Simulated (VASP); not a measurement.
BeS, 2 atoms in the cell. It takes space group F-43m (No. 216, cubic). Conventional cell: a = 4.870 Å, b = 4.870 Å, c = 4.870 Å, α = 90.00°, β = 90.00°, γ = 90.00°. Within 2.8 Å of Be (site symmetry -43m) lie 4 S at 2.11 Å. S (site symmetry -43m) has 4 Be at 2.11 Å within 2.8 Å. 

| Quantity | Value |
| --- | --- |
| Program | VASP 6.6.1 |
| Task | relaxation of the atoms |
| Functional | PBE |
| Potentials or basis | VASP PAW PBE potentials, release 64 (Be, S) |
| Cutoff | 520 eV |
| k mesh | 1 × 1 × 1, shifted |
| Occupations | gaussian, width 0.1 eV |
| Spin | collinear spin, ferromagnetic start |
| Starting moments | [0.0, -4.0] μB |
| Dipole correction | no |
| Further INCAR settings | ALGO = Normal; EDIFF = 1e-06; IBRION = 2; EDIFFG = -0.06; NSW = 25 |

Potentials or basis: VASP PAW PBE potentials, release 64 (Be, S).

Run with:

```sh
$ cat potpaw_PBE.64/Be/POTCAR potpaw_PBE.64/S/POTCAR > POTCAR
$ mpirun -np 1 vasp_std > vasp.out
```

Hardware: 1 thread of Intel Xeon 6975P-C (shared host).

Task: How long does it take, and how much memory?

Result: It took 10 s on 1 thread of Intel Xeon 6975P-C, with other jobs on the host, peak memory 0.15 GiB. Counts: scf iterations 16, k points 1, ion steps 1.
